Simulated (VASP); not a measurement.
# BN (F-43m) in VASP: notebook

BN is run at these levels: PBE; tasks: single point.

Everything below comes from runs of VASP 6.6.1. Logs are shortened: lines on timing, memory, paths and dates and some standing lists are left out, and cuts for length are marked.

## 1. The cell of the first run

The structure is cubic, space group F-43m (No. 216). The conventional cell has a = 3.696 Å, b = 3.696 Å, c = 3.696 Å, α = 90.00°, β = 90.00°, γ = 90.00°. B (site symmetry -43m) has 4 N at 1.60 Å within 2.1 Å. Within 2.1 Å of N (site symmetry -43m) lie 4 B at 1.60 Å.

## 2. Single point, PBE (volume scaled by 1.06)

Input file INCAR:

```
SYSTEM = BN
  ALGO = Normal
  EDIFF = 1E-6
  ENCUT = 520
  GGA = PE
  ISIF = 2
  ISMEAR = 0
  LASPH = .TRUE.
  LCHARG = .TRUE.
  LELF = .TRUE.
  LREAL = .FALSE.
  LVHAR = .TRUE.
  LWAVE = .FALSE.
  NBANDS = 11
  NELM = 60
  PREC = Accurate
  SIGMA = 0.02
```

Input file KPOINTS:

```
k-points
0
G
  12 12 12
  0 0 0
```

Input file POSCAR:

```
BN
1.0
    0.0000000000      1.8478860751      1.8478860751
    1.8478860751      0.0000000000      1.8478860751
    1.8478860751      1.8478860751      0.0000000000
B N
1 1
Direct
    0.2500000000      0.2500000000      0.2500000000
    0.5000000000      0.5000000000      0.5000000000
```

Potentials or basis: VASP PAW PBE potentials, release 64 (B, N).

Command:

```sh
> cat potpaw_PBE.64/B/POTCAR potpaw_PBE.64/N/POTCAR > POTCAR
> mpirun -np 1 vasp_std > vasp.out
```

OUTCAR:

```text
SYSTEM = BN
   EDIFF = 1E-6
   ENCUT = 520
   GGA = PE
   ISIF = 2
   ISMEAR = 0
   LASPH = .TRUE.
   LREAL = .FALSE.
   NELM = 60
   PREC = Accurate

 ion  position               nearest neighbor table
   1  0.250  0.250  0.250-   2 1.60   2 1.60   2 1.60   2 1.60
   2  0.500  0.500  0.500-   1 1.60   1 1.60   1 1.60   1 1.60

  LATTYP: Found a face centered cubic cell.
 ALAT       =     3.6957721502

  Lattice vectors:

 A1 = (   0.0000000000,   1.8478860751,   1.8478860751)
 A2 = (   1.8478860751,   0.0000000000,   1.8478860751)
 A3 = (   1.8478860751,   1.8478860751,   0.0000000000)

Analysis of symmetry for initial positions (statically):
=====================================================================
 Subroutine PRICEL returns:
 Original cell was already a primitive cell.

 Routine SETGRP: Setting up the symmetry group for a
 face centered cubic supercell.

 Subroutine GETGRP returns: Found 24 space group operations
 (whereof 24 operations were pure point group operations)
 out of a pool of 48 trial point group operations.

The static configuration has the point symmetry T_d .

Analysis of symmetry for dynamics (positions and initial velocities):
=====================================================================
 Subroutine PRICEL returns:
 Original cell was already a primitive cell.

 Routine SETGRP: Setting up the symmetry group for a
 face centered cubic supercell.

 Subroutine GETGRP returns: Found 24 space group operations
 (whereof 24 operations were pure point group operations)
 out of a pool of 48 trial point group operations.

The dynamic configuration has the point symmetry T_d .

 Subroutine INISYM returns: Found 24 space group operations
 (whereof 24 operations are pure point group operations),
 and found     1 'primitive' translations

----------------------------------------------------------------------------------------

                                     Primitive cell

  volume of cell :      12.6199

  direct lattice vectors                    reciprocal lattice vectors
     0.000000000  1.847886075  1.847886075    -0.270579451  0.270579451  0.270579451
     1.847886075  0.000000000  1.847886075     0.270579451 -0.270579451  0.270579451
     1.847886075  1.847886075  0.000000000     0.270579451  0.270579451 -0.270579451

  length of vectors
     2.613305549  2.613305549  2.613305549     0.468657357  0.468657357  0.468657357

  position of ions in fractional coordinates (direct lattice)
     0.250000000  0.250000000  0.250000000
     0.500000000  0.500000000  0.500000000

  ion indices of the primitive-cell ions
   primitive index   ion index
                 1           1
                 2           2

----------------------------------------------------------------------------------------

 KPOINTS: k-points

Automatic generation of k-mesh.
 Grid dimensions read from file:
 generate k-points for:   12   12   12

 Generating k-lattice:

  Cartesian coordinates                     Fractional coordinates (reciprocal lattice)
    -0.022548288  0.022548288  0.022548288     0.083333333  0.000000000  0.000000000
     0.022548288 -0.022548288  0.022548288     0.000000000  0.083333333  0.000000000
     0.022548288  0.022548288 -0.022548288     0.000000000  0.000000000  0.083333333

  Length of vectors
     0.039054780  0.039054780  0.039054780

  Shift w.r.t. Gamma in fractional coordinates (k-lattice)
     0.000000000  0.000000000  0.000000000

 Subroutine IBZKPT returns following result:
 ===========================================

 Found     72 irreducible k-points:

 Following reciprocal coordinates:
            Coordinates               Weight
  0.000000  0.000000  0.000000      1.000000
  0.083333  0.000000  0.000000      8.000000
  0.166667  0.000000  0.000000      8.000000
  0.250000  0.000000  0.000000      8.000000
  0.333333  0.000000  0.000000      8.000000
  0.416667  0.000000  0.000000      8.000000
[... 16 lines left out ...]
  0.500000  0.166667  0.000000     24.000000
 -0.416667  0.166667  0.000000     24.000000
 [... further k-points ...]
   k-points           NKPTS =     72   k-points in BZ     NKDIM =     72   number of bands    NBANDS=     11
   number of dos      NEDOS =    301   number of ions     NIONS =      2
   total plane-waves  NPLWV =   8000
   dimension x,y,z NGX =    20 NGY =   20 NGZ =   20
   dimension x,y,z NGXF=    40 NGYF=   40 NGZF=   40
   ions per type =               1   1
   NGX,Y,Z   is equivalent  to a cutoff of  12.72, 12.72, 12.72 a.u.
   NGXF,Y,Z  is equivalent  to a cutoff of  25.45, 25.45, 25.45 a.u.
 SYSTEM =  BN
   PREC   = accura    normal or accurate (medium, high low for compatibility)
   ISTART =      0    job   : 0-new  1-cont  2-samecut
   ICHARG =      2    charge: 1-file 2-atom 10-const
   ISPIN  =      1    spin polarized calculation?
   LNONCOLLINEAR =      F non collinear calculations
   LSORBIT =      F    spin-orbit coupling
   LASPH  =      T    aspherical Exc in radial PAW
   ENCUT  =  520.0 eV  38.22 Ry    6.18 a.u.   4.86  4.86  4.86*2*pi/ulx,y,z
   NELM   =     60;   NELMIN=  2; NELMDL= -5     # of ELM steps
   EDIFF  = 0.1E-05   stopping-criterion for ELM
   LREAL  =      F    real-space projection
   EDIFFG = 0.1E-04   stopping-criterion for IOM
   NSW    =      0    number of steps for IOM
   IBRION =     -1    ionic relax: 0-MD 1-quasi-New 2-CG
   NFREE  =      0    steps in history (QN), initial steepest desc. (CG)
   ISIF   =      2    stress and relaxation
   ISYM   =      2    0-nonsym 1-usesym 2-fastsym
   POTIM  = 0.5000    time-step for ionic-motion
   TEBEG  =    0.0;   TEEND  =   0.0 temperature during run
   PSTRESS=    0.0 pullay stress
   NELECT =       8.0000    total number of electrons
   NUPDOWN=      -1.0000    fix difference up-down
   EMIN   =  10.00;   EMAX   =-10.00  energy-range for DOS
   EFERMI =   0.00;   METHOD = LEGACY
   ISMEAR =     0;   SIGMA  =   0.02  broadening in eV -4-tet -1-fermi 0-gaus
   EFERMI_NEDOS =   21; number of points for ismear=-14 and -15
   IALGO  =     38    algorithm
   IMIX   =      4    mixing-type and parameters
     AMIX     =   0.40;   BMIX     =  1.00
     AMIX_MAG =   1.60;   BMIX_MAG =  1.00
  volume/ion in A,a.u.               =       6.31        42.58
  Fermi-wavevector in a.u.,A,eV,Ry     =   1.406327  2.657573 26.908997  1.977756
  Thomas-Fermi vector in A             =   2.528698
   LORBIT       =      0    0 simple, 1 ext, 2 COOP (PROOUT), +10 PAW based schemes
   GGA     = PE    functional components
   LHFCALC =     F    Hartree Fock is set to
   AEXX    =    0.0000 exact exchange contribution
   IVDW    =     0    specifies the selected vdW correction
   LEPSILON=     F    determine dielectric tensor
   LRPA    =     F    only Hartree local field effects (RPA)
 non-spin polarized calculation
 Gauss-broadening in eV      SIGMA  =   0.02
  energy-cutoff  :      520.00
  volume of cell :       12.62
 maximum number of plane-waves:       347
   NGX =  9   NGY =  9   NGZ =  9

 number of electron       8.0000002 magnetization

 Free energy of the ion-electron system (eV)
  ---------------------------------------------------
  ext. energy  EPLUGINS =         0.00000000
  ---------------------------------------------------
  free energy    TOTEN  =       -17.40751233 eV

  energy without entropy =      -17.40751233  energy(sigma->0) =      -17.40751233

 E-fermi :   6.7088     XC(G=0): -12.4976

 val. band max:        6.6082428905   @ k =   0.0000   0.0000   0.0000
 cond. band min:      10.9941874761   @ k =   0.5000   0.5000   0.0000
 fundamental gap:      4.3859445856
 Fermi energy:         6.7087558282

 k-point     1 :       0.0000    0.0000    0.0000
  band No.  band energies     occupation
      1     -12.8883      2.00000
      2       6.6082      2.00000
      3       6.6082      2.00000
      4       6.6082      2.00000
      5      15.1131      0.00000
      6      15.1131      0.00000
      7      15.1131      0.00000
      8      15.9003      0.00000
      9      30.1380      0.00000
     10      33.5820      0.00000
     11      33.5820      0.00000

 k-point     2 :       0.0833    0.0000    0.0000
  band No.  band energies     occupation
      1     -12.7283      2.00000
      2       5.7331      2.00000
      3       6.4404      2.00000
      4       6.4404      2.00000
      5      15.2035      0.00000
      6      15.3675      0.00000
      7      15.3675      0.00000
      8      16.5443      0.00000
      9      30.0594      0.00000
     10      31.4856      0.00000
     11      31.4856      0.00000

 k-point     3 :       0.1667    0.0000    0.0000
  band No.  band energies     occupation
      1     -12.2550      2.00000
      2       3.7281      2.00000
      3       6.0303      2.00000
      4       6.0303      2.00000
      5      15.3673      0.00000
      6      15.9628      0.00000
      7      15.9628      0.00000
      8      17.9426      0.00000
      9      29.7187      0.00000
     10      30.0017      0.00000
     11      30.0017      0.00000

 k-point     4 :       0.2500    0.0000    0.0000
  band No.  band energies     occupation
      1     -11.4936      2.00000
      2       1.3832      2.00000
      3       5.5545      2.00000
      4       5.5545      2.00000
      5      15.5614      0.00000
      6      16.5438      0.00000
      7      16.5438      0.00000
      8      19.3242      0.00000
      9      29.2302      0.00000
     10      29.5913      0.00000
     11      29.5913      0.00000
[... 239 lines left out ...]
 k-point    22 :       0.4167    0.1667    0.0000
  band No.  band energies     occupation
      1      -9.6758      2.00000
      2      -1.1636      2.00000
      3       3.6279      2.00000
      4       3.8494      2.00000
      5      14.7784      0.00000
      6      18.2374      0.00000
      7      18.9323      0.00000
      8      19.7147      0.00000
      9      26.2177      0.00000
     10      31.5980      0.00000
     11      34.0410      0.00000

 k-point    23 :       0.5000    0.1667    0.0000
  band No.  band energies     occupation
      1      -8.8017      2.00000
      2      -2.5955      2.00000
      3       3.0768      2.00000
      4       3.9148      2.00000
      5      15.1353      0.00000
      6      18.1591      0.00000
      7      18.7228      0.00000
      8      20.9070      0.00000
      9      26.5857      0.00000
     10      31.7375      0.00000
     11      33.2484      0.00000

 k-point    24 :      -0.4167    0.1667    0.0000
  band No.  band energies     occupation
      1      -8.6393      2.00000
      2      -2.8363      2.00000
      3       2.7015      2.00000
      4       4.2077      2.00000
      5      15.5692      0.00000
      6      18.0128      0.00000
      7      18.3549      0.00000
      8      21.4492      0.00000
      9      26.8661      0.00000
     10      31.1540      0.00000
     11      31.9944      0.00000

 [... further k-points ...]

------------------------ aborting loop because EDIFF is reached ----------------------------------------

  FORCE on cell =-STRESS in cart. coord.  units (eV):
  Direction    XX          YY          ZZ          XY          YZ          ZX
  --------------------------------------------------------------------------------------
  -------------------------------------------------------------------------------------
  Total       -1.5245428     -1.5245428     -1.5245428      0.0000000      0.0000000     -0.0000000
  in kB     -193.5506527   -193.5506527   -193.5506527      0.0000000      0.0000000     -0.0000000
  external PRESSURE =    -193.5506527 kB  Pullay stress =       0.0000000 kB

 VOLUME and BASIS-vectors are now :
 -----------------------------------------------------------------------------
  energy-cutoff  :      520.00
  volume of cell :       12.62
      direct lattice vectors                 reciprocal lattice vectors
     0.000000000  1.847886075  1.847886075    -0.270579451  0.270579451  0.270579451
     1.847886075  0.000000000  1.847886075     0.270579451 -0.270579451  0.270579451
     1.847886075  1.847886075  0.000000000     0.270579451  0.270579451 -0.270579451

 POSITION                                       TOTAL-FORCE (eV/Angst)
 -----------------------------------------------------------------------------------
      0.92394      0.92394      0.92394         0.000000      0.000000      0.000000
      1.84789      1.84789      1.84789        -0.000000     -0.000000     -0.000000
 -----------------------------------------------------------------------------------
    total drift:                               -0.000000     -0.000000      0.000000

  FREE ENERGIE OF THE ION-ELECTRON SYSTEM (eV)
  ---------------------------------------------------
  free  energy   TOTEN  =       -17.4075123299 eV

  energy  without entropy=      -17.4075123299  energy(sigma->0) =      -17.40751233
```

It took 4.1 s on 1 thread of Intel Xeon 6975P-C (Granite Rapids), shared host; peak memory 0.12 GiB.

What came out:

| Quantity | Value |
| --- | --- |
| Free energy | -17.4075 eV |
| Pressure | -19.4 GPa |
| Band gap on the k mesh | 4.39 eV, indirect (least direct gap 8.50 eV) |

## 3. Single point, PBE (volume scaled by 1.10)

Input file INCAR:

```
SYSTEM = BN
PREC = Accurate
ENCUT = 520
EDIFF = 1E-6
ISMEAR = 0
SIGMA = 0.02
LREAL = .FALSE.
LASPH = .TRUE.
NELM = 80
ALGO = Normal
ISIF = 2
LWAVE = .FALSE.
LCHARG = .FALSE.
GGA = PE
NBANDS = 11
```

Input file KPOINTS:

```
Automatic mesh
0
G
  12 12 12
  0 0 0
```

Input file POSCAR:

```
BN
1.0
    0.0000000000      1.8708435290      1.8708435290
    1.8708435290      0.0000000000      1.8708435290
    1.8708435290      1.8708435290      0.0000000000
B N
1 1
Direct
    0.2500000000      0.2500000000      0.2500000000
    0.5000000000      0.5000000000      0.5000000000
```

Potentials or basis: VASP PAW PBE potentials, release 64 (B, N).

Command:

```sh
> cat potpaw_PBE.64/B/POTCAR potpaw_PBE.64/N/POTCAR > POTCAR
> mpirun -np 1 vasp_std > vasp.out
```

OUTCAR:

```text
SYSTEM = BN
   PREC = Accurate
   ENCUT = 520
   EDIFF = 1E-6
   ISMEAR = 0
   LREAL = .FALSE.
   LASPH = .TRUE.
   NELM = 80
   ISIF = 2
   GGA = PE

 ion  position               nearest neighbor table
   1  0.250  0.250  0.250-   2 1.62   2 1.62   2 1.62   2 1.62
   2  0.500  0.500  0.500-   1 1.62   1 1.62   1 1.62   1 1.62

  LATTYP: Found a face centered cubic cell.
 ALAT       =     3.7416870580

  Lattice vectors:

 A1 = (   0.0000000000,   1.8708435290,   1.8708435290)
 A2 = (   1.8708435290,   0.0000000000,   1.8708435290)
 A3 = (   1.8708435290,   1.8708435290,   0.0000000000)
[... 512 lines left out ...]
      7      17.6546      0.00000
      8      20.5623      0.00000
      9      26.0159      0.00000
     10      30.2924      0.00000
     11      30.8781      0.00000

 [... further k-points ...]
[... 5 lines left out ...]
  --------------------------------------------------------------------------------------
  -------------------------------------------------------------------------------------
  Total       -2.4257211     -2.4257211     -2.4257211      0.0000000     -0.0000000     -0.0000000
  in kB     -296.7625278   -296.7625278   -296.7625278      0.0000000     -0.0000000     -0.0000000
  external PRESSURE =    -296.7625278 kB  Pullay stress =       0.0000000 kB

 VOLUME and BASIS-vectors are now :
 -----------------------------------------------------------------------------
  energy-cutoff  :      520.00
  volume of cell :       13.10
      direct lattice vectors                 reciprocal lattice vectors
     0.000000000  1.870843529  1.870843529    -0.267259123  0.267259123  0.267259123
     1.870843529  0.000000000  1.870843529     0.267259123 -0.267259123  0.267259123
     1.870843529  1.870843529  0.000000000     0.267259123  0.267259123 -0.267259123

 POSITION                                       TOTAL-FORCE (eV/Angst)
 -----------------------------------------------------------------------------------
      0.93542      0.93542      0.93542         0.000000      0.000000     -0.000000
      1.87084      1.87084      1.87084        -0.000000     -0.000000      0.000000
 -----------------------------------------------------------------------------------
    total drift:                               -0.000000     -0.000000      0.000000

  FREE ENERGIE OF THE ION-ELECTRON SYSTEM (eV)
  ---------------------------------------------------
  free  energy   TOTEN  =       -17.3348987494 eV

  energy  without entropy=      -17.3348987494  energy(sigma->0) =      -17.33489875
```

It took 3.8 s on 1 thread of Intel Xeon 6975P-C (Granite Rapids), shared host; peak memory 0.12 GiB.

What came out:

| Item | Value |
| --- | --- |
| Free energy | -17.3349 eV |
| Pressure | -29.7 GPa |
| Band gap on the k mesh | 4.34 eV, indirect (least direct gap 8.33 eV) |
